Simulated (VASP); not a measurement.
# BeCd3S4 (I4/mmm) in VASP: single point with PBE

Aim: the single point of BeCd3S4 with PBE.

Program: VASP 6.6.1. These are calculated values, not measurements. Logs are shortened: lines on timing, memory, paths and dates and some standing lists are left out, and cuts for length are marked.

## Step 1: The cell of the first run

It takes space group I4/mmm (No. 139, tetragonal). Conventional cell: a = 4.979 Å, b = 4.979 Å, c = 14.769 Å, α = 90.00°, β = 90.00°, γ = 90.00°. Within 2.4 Å of Be (site symmetry 4/mmm) lie 2 S at 1.84 Å. Cd (site symmetry -4m2) has 8 S at 2.77 to 3.10 Å and 4 Cd at 3.52 Å within 3.7 Å. Cd (site symmetry 4/mmm) has 2 S at 2.47 Å within 3.3 Å. Within 3.3 Å of S (site symmetry 4mm) lie 5 Cd at 2.47 to 2.77 Å and 1 S at 3.08 Å. S (site symmetry 4mm) has 1 Be at 1.84 Å within 2.4 Å.

The cell was built from a structure type or drawn by symmetry, and may not be a known phase.

## Step 2: Single point, PBE

The input, INCAR:

```
SYSTEM = BeCd3S4
ALGO     = Normal         ! electronic algorithm
EDIFF    = 1E-6           ! SCF threshold, eV
ENCUT    = 600            ! plane-wave cutoff, eV
GGA      = PE             ! functional
GGA_COMPAT= .FALSE.      
ISIF     = 2              ! what is computed and relaxed
ISMEAR   = 0              ! smearing method
LASPH    = .TRUE.         ! aspherical terms in the spheres
LCHARG   = .FALSE.        ! write CHGCAR
LREAL    = .FALSE.        ! projectors in reciprocal space
LWAVE    = .FALSE.        ! write WAVECAR
NBANDS   = 41             ! bands
NELM     = 120            ! most SCF steps
PREC     = Accurate       ! precision mode
SIGMA    = 0.15           ! smearing width, eV
```

The input, KPOINTS:

```
k-points
0
G
  3 3 3
  0 0 0
```

The input, POSCAR:

```
BeCd3S4
1.0
   -2.4892572216      2.4892572216      7.3845540272
    2.4892572216     -2.4892572216      7.3845540272
    2.4892572216      2.4892572216     -7.3845540272
Be Cd S
1 3 4
Direct
    0.0000000000      0.0000000000      0.0000000000
    0.7500000000      0.2500000000      0.5000000000
    0.2500000000      0.7500000000      0.5000000000
    0.5000000000      0.5000000000      0.0000000000
    0.6670936921      0.6670936921      0.0000000000
    0.3329063079      0.3329063079      0.0000000000
    0.8753922438      0.8753922438      0.0000000000
    0.1246077562      0.1246077562      0.0000000000
```

Potentials or basis: VASP PAW PBE potentials, release 64 (Be, Cd, S).

Run with:

```console
$ cat potpaw_PBE.64/Be/POTCAR potpaw_PBE.64/Cd/POTCAR potpaw_PBE.64/S/POTCAR > POTCAR
$ mpirun -np 1 vasp_std > vasp.out
```

OUTCAR:

```text
SYSTEM = BeCd3S4
   EDIFF = 1E-6
   ENCUT = 600
   GGA = PE
   ISIF = 2
   ISMEAR = 0
   LASPH = .TRUE.
   LREAL = .FALSE.
   NELM = 120
   PREC = Accurate

 ion  position               nearest neighbor table
   1  0.000  0.000  0.000-   7 1.84   8 1.84
   2  0.750  0.250  0.500-   6 2.77   5 2.77   6 2.77   5 2.77   7 3.10   8 3.10   7 3.10   8 3.10
                             3 3.52   3 3.52   3 3.52   3 3.52
   3  0.250  0.750  0.500-   6 2.77   5 2.77   6 2.77   5 2.77   7 3.10   8 3.10   8 3.10   7 3.10
                             2 3.52   2 3.52   2 3.52   2 3.52
   4  0.500  0.500  0.000-   5 2.47   6 2.47
   5  0.667  0.667  0.000-   4 2.47   2 2.77   3 2.77   2 2.77   3 2.77
   6  0.333  0.333  0.000-   4 2.47   3 2.77   2 2.77   3 2.77   2 2.77
   7  0.875  0.875  0.000-   1 1.84   2 3.10   3 3.10   2 3.10   3 3.10
   8  0.125  0.125  0.000-   1 1.84   2 3.10   3 3.10   3 3.10   2 3.10

  LATTYP: Found a body centered tetragonal cell.
 ALAT       =     4.9785144432
 C/A-ratio  =     2.9665692895

  Lattice vectors:

 A1 = (  -2.4892572216,   2.4892572216,   7.3845540272)
 A2 = (   2.4892572216,  -2.4892572216,   7.3845540272)
 A3 = (   2.4892572216,   2.4892572216,  -7.3845540272)

Analysis of symmetry for initial positions (statically):
=====================================================================
 Subroutine PRICEL returns:
 Original cell was already a primitive cell.

 Routine SETGRP: Setting up the symmetry group for a
 body centered tetragonal supercell.

 Subroutine GETGRP returns: Found 16 space group operations
 (whereof 16 operations were pure point group operations)
 out of a pool of 16 trial point group operations.

The static configuration has the point symmetry D_4h.

Analysis of symmetry for dynamics (positions and initial velocities):
=====================================================================
 Subroutine PRICEL returns:
 Original cell was already a primitive cell.

 Routine SETGRP: Setting up the symmetry group for a
 body centered tetragonal supercell.

 Subroutine GETGRP returns: Found 16 space group operations
 (whereof 16 operations were pure point group operations)
 out of a pool of 16 trial point group operations.

The dynamic configuration has the point symmetry D_4h.

 Subroutine INISYM returns: Found 16 space group operations
 (whereof 16 operations are pure point group operations),
 and found     1 'primitive' translations

----------------------------------------------------------------------------------------

                                     Primitive cell

  volume of cell :     183.0306

  direct lattice vectors                    reciprocal lattice vectors
    -2.489257222  2.489257222  7.384554027     0.000000000  0.200863131  0.067708896
     2.489257222 -2.489257222  7.384554027     0.200863131  0.000000000  0.067708896
     2.489257222  2.489257222 -7.384554027     0.200863131  0.200863131  0.000000000

  length of vectors
     8.180735982  8.180735982  8.180735982     0.211968139  0.211968139  0.284063364

  position of ions in fractional coordinates (direct lattice)
     0.000000000  0.000000000  0.000000000
     0.750000000  0.250000000  0.500000000
     0.250000000  0.750000000  0.500000000
     0.500000000  0.500000000  0.000000000
     0.667093692  0.667093692  0.000000000
     0.332906308  0.332906308  0.000000000
     0.875392244  0.875392244  0.000000000
     0.124607756  0.124607756  0.000000000

  ion indices of the primitive-cell ions
   primitive index   ion index
                 1           1
                 2           2
                 3           3
                 4           4
                 5           5
                 6           6
                 7           7
                 8           8

----------------------------------------------------------------------------------------

 KPOINTS: k-points

Automatic generation of k-mesh.
 Grid dimensions read from file:
 generate k-points for:    3    3    3

 Generating k-lattice:

  Cartesian coordinates                     Fractional coordinates (reciprocal lattice)
     0.000000000  0.066954377  0.022569632     0.333333333  0.000000000  0.000000000
     0.066954377  0.000000000  0.022569632     0.000000000  0.333333333  0.000000000
     0.066954377  0.066954377  0.000000000     0.000000000  0.000000000  0.333333333

  Length of vectors
     0.070656046  0.070656046  0.094687788

  Shift w.r.t. Gamma in fractional coordinates (k-lattice)
     0.000000000  0.000000000  0.000000000

 Subroutine IBZKPT returns following result:
 ===========================================

 Found      6 irreducible k-points:

 Following reciprocal coordinates:
            Coordinates               Weight
  0.000000  0.000000  0.000000      1.000000
  0.333333  0.000000  0.000000      8.000000
  0.333333  0.333333  0.000000      8.000000
 -0.333333  0.333333  0.000000      4.000000
 -0.333333  0.333333  0.333333      4.000000
 -0.333333 -0.333333  0.333333      2.000000
   k-points           NKPTS =      6   k-points in BZ     NKDIM =      6   number of bands    NBANDS=     41
   number of dos      NEDOS =    301   number of ions     NIONS =      8
   total plane-waves  NPLWV = 343000
   dimension x,y,z NGX =    70 NGY =   70 NGZ =   70
   dimension x,y,z NGXF=   140 NGYF=  140 NGZF=  140
   ions per type =               1   3   4
   NGX,Y,Z   is equivalent  to a cutoff of  14.23, 14.23, 14.23 a.u.
   NGXF,Y,Z  is equivalent  to a cutoff of  28.45, 28.45, 28.45 a.u.
 SYSTEM =  BeCd3S4
   PREC   = accura    normal or accurate (medium, high low for compatibility)
   ISTART =      0    job   : 0-new  1-cont  2-samecut
   ICHARG =      2    charge: 1-file 2-atom 10-const
   ISPIN  =      1    spin polarized calculation?
   LNONCOLLINEAR =      F non collinear calculations
   LSORBIT =      F    spin-orbit coupling
   LASPH  =      T    aspherical Exc in radial PAW
   ENCUT  =  600.0 eV  44.10 Ry    6.64 a.u.  16.34 16.34 16.34*2*pi/ulx,y,z
   NELM   =    120;   NELMIN=  2; NELMDL= -5     # of ELM steps
   EDIFF  = 0.1E-05   stopping-criterion for ELM
   LREAL  =      F    real-space projection
   EDIFFG = 0.1E-04   stopping-criterion for IOM
   NSW    =      0    number of steps for IOM
   IBRION =     -1    ionic relax: 0-MD 1-quasi-New 2-CG
   NFREE  =      0    steps in history (QN), initial steepest desc. (CG)
   ISIF   =      2    stress and relaxation
   ISYM   =      2    0-nonsym 1-usesym 2-fastsym
   POTIM  = 0.5000    time-step for ionic-motion
   TEBEG  =    0.0;   TEEND  =   0.0 temperature during run
   PSTRESS=    0.0 pullay stress
   NELECT =      62.0000    total number of electrons
   NUPDOWN=      -1.0000    fix difference up-down
   EMIN   =  10.00;   EMAX   =-10.00  energy-range for DOS
   EFERMI =   0.00;   METHOD = LEGACY
   ISMEAR =     0;   SIGMA  =   0.15  broadening in eV -4-tet -1-fermi 0-gaus
   EFERMI_NEDOS =   21; number of points for ismear=-14 and -15
   IALGO  =     38    algorithm
   IMIX   =      4    mixing-type and parameters
     AMIX     =   0.40;   BMIX     =  1.00
     AMIX_MAG =   1.60;   BMIX_MAG =  1.00
  volume/ion in A,a.u.               =      22.88       154.39
  Fermi-wavevector in a.u.,A,eV,Ry     =   1.141206  2.156567 17.719569  1.302352
  Thomas-Fermi vector in A             =   2.277907
   LORBIT       =      0    0 simple, 1 ext, 2 COOP (PROOUT), +10 PAW based schemes
   GGA     = PE    functional components
   LHFCALC =     F    Hartree Fock is set to
   AEXX    =    0.0000 exact exchange contribution
   IVDW    =     0    specifies the selected vdW correction
   LEPSILON=     F    determine dielectric tensor
   LRPA    =     F    only Hartree local field effects (RPA)
 non-spin polarized calculation
 Gauss-broadening in eV      SIGMA  =   0.15
  energy-cutoff  :      600.00
  volume of cell :      183.03
 maximum number of plane-waves:      6121
 NGX is ok and might be reduce to    70
   NGX = 33   NGY = 33   NGZ = 33

 number of electron      62.0000002 magnetization

 Free energy of the ion-electron system (eV)
  ---------------------------------------------------
  ext. energy  EPLUGINS =         0.00000000
  ---------------------------------------------------
  free energy    TOTEN  =       -24.11481367 eV

  energy without entropy =      -24.09813113  energy(sigma->0) =      -24.10647240

 E-fermi :   2.1669     XC(G=0):  -9.2690

 val. band max:        2.0741739750   @ k =   0.0000   0.0000   0.0000
 cond. band min:       2.3258866191   @ k =  -0.3333  -0.3333   0.3333
 fundamental gap:      0.2517126441
 Fermi energy:         2.1668678121

 k-point     1 :       0.0000    0.0000    0.0000
  band No.  band energies     occupation
      1     -10.9748      2.00000
      2     -10.1832      2.00000
      3      -9.4762      2.00000
      4      -9.1556      2.00000
      5      -6.6302      2.00000
      6      -6.3769      2.00000
[... 33 lines left out ...]
     40       7.4016      0.00000
     41       8.4182      0.00000

 k-point     2 :       0.3333    0.0000    0.0000
  band No.  band energies     occupation
      1     -10.7118      2.00000
      2     -10.2505      2.00000
      3      -9.4776      2.00000
      4      -9.3083      2.00000
      5      -6.6009      2.00000
      6      -6.3840      2.00000
[... 33 lines left out ...]
     40       8.2491      0.00000
     41       8.3849      0.00000

 k-point     3 :       0.3333    0.3333    0.0000
  band No.  band energies     occupation
      1     -10.5040      2.00000
      2     -10.3007      2.00000
      3      -9.4831      2.00000
      4      -9.3305      2.00000
      5      -6.5666      2.00000
      6      -6.3909      2.00000
[... 33 lines left out ...]
     40       8.3942      0.00000
     41       8.9381      0.00000

 k-point     4 :      -0.3333    0.3333    0.0000
  band No.  band energies     occupation
      1     -10.5868      2.00000
      2     -10.1912      2.00000
      3      -9.4210      2.00000
      4      -9.4150      2.00000
      5      -6.5464      2.00000
      6      -6.3919      2.00000
[... 33 lines left out ...]
     40       8.2556      0.00000
     41       8.4917      0.00000

 k-point     5 :      -0.3333    0.3333    0.3333
  band No.  band energies     occupation
      1     -10.5439      2.00000
      2     -10.4594      2.00000
      3      -9.5416      2.00000
      4      -9.2066      2.00000
      5      -6.6434      2.00000
      6      -6.3950      2.00000
[... 33 lines left out ...]
     40       8.5566      0.00000
     41       8.9355      0.00000

 k-point     6 :      -0.3333   -0.3333    0.3333
  band No.  band energies     occupation
      1     -10.8607      2.00000
      2     -10.3701      2.00000
      3      -9.5396      2.00000
      4      -9.0203      2.00000
      5      -6.6929      2.00000
      6      -6.4001      2.00000
[... 33 lines left out ...]
     40       8.6432      0.00000
     41       8.8380      0.00000

------------------------ aborting loop because EDIFF is reached ----------------------------------------

  FORCE on cell =-STRESS in cart. coord.  units (eV):
  Direction    XX          YY          ZZ          XY          YZ          ZX
  --------------------------------------------------------------------------------------
  -------------------------------------------------------------------------------------
  Total        0.1619357      0.1619357      0.5959229      0.0000000     -0.0000000      0.0000000
  in kB        1.4175206      1.4175206      5.2164713      0.0000000     -0.0000000      0.0000000
  external PRESSURE =       2.6838375 kB  Pullay stress =       0.0000000 kB

 VOLUME and BASIS-vectors are now :
 -----------------------------------------------------------------------------
  energy-cutoff  :      600.00
  volume of cell :      183.03
      direct lattice vectors                 reciprocal lattice vectors
    -2.489257222  2.489257222  7.384554027     0.000000000  0.200863131  0.067708896
     2.489257222 -2.489257222  7.384554027     0.200863131  0.000000000  0.067708896
     2.489257222  2.489257222 -7.384554027     0.200863131  0.200863131  0.000000000

 POSITION                                       TOTAL-FORCE (eV/Angst)
 -----------------------------------------------------------------------------------
      0.00000      0.00000      0.00000        -0.000000     -0.000000     -0.000000
      0.00000      2.48926      3.69228        -0.000000     -0.000000     -0.000000
      2.48926      0.00000      3.69228        -0.000000     -0.000000     -0.000000
      0.00000      0.00000      7.38455        -0.000000     -0.000000     -0.000000
      0.00000      0.00000      9.85238         0.000000      0.000000      0.017801
      0.00000      0.00000      4.91673         0.000000      0.000000     -0.017801
      0.00000      0.00000     12.92876        -0.000000     -0.000000      0.021173
      0.00000      0.00000      1.84035        -0.000000     -0.000000     -0.021173
 -----------------------------------------------------------------------------------
    total drift:                                0.000000     -0.000000      0.000000

  FREE ENERGIE OF THE ION-ELECTRON SYSTEM (eV)
  ---------------------------------------------------
  free  energy   TOTEN  =       -24.1148136730 eV

  energy  without entropy=      -24.0981311280  energy(sigma->0) =      -24.10647240
```

It took 2.8 min on 1 thread of Intel Xeon Platinum 8488C (Sapphire Rapids), shared host; peak memory 0.64 GiB.

What came out:

| Quantity | Value |
| --- | --- |
| Free energy | -24.1148 eV |
| Pressure | 0.3 GPa |
| Largest force | 0.021 eV/Å |
| Band gap on the k mesh | zero (filled and empty bands touch) |

Forces in eV/Å, atoms in the order of the input:
```
Be   0.000  0.000  0.000
Cd   0.000  0.000  0.000
Cd   0.000  0.000  0.000
Cd   0.000  0.000  0.000
S    0.000  0.000  0.018
S    0.000  0.000 -0.018
S    0.000  0.000  0.021
S    0.000  0.000 -0.021
```

Caveat: the k points lie up to 0.44 Å⁻¹ apart; semilocal functionals underestimate gaps, so a narrow gap can read as zero.
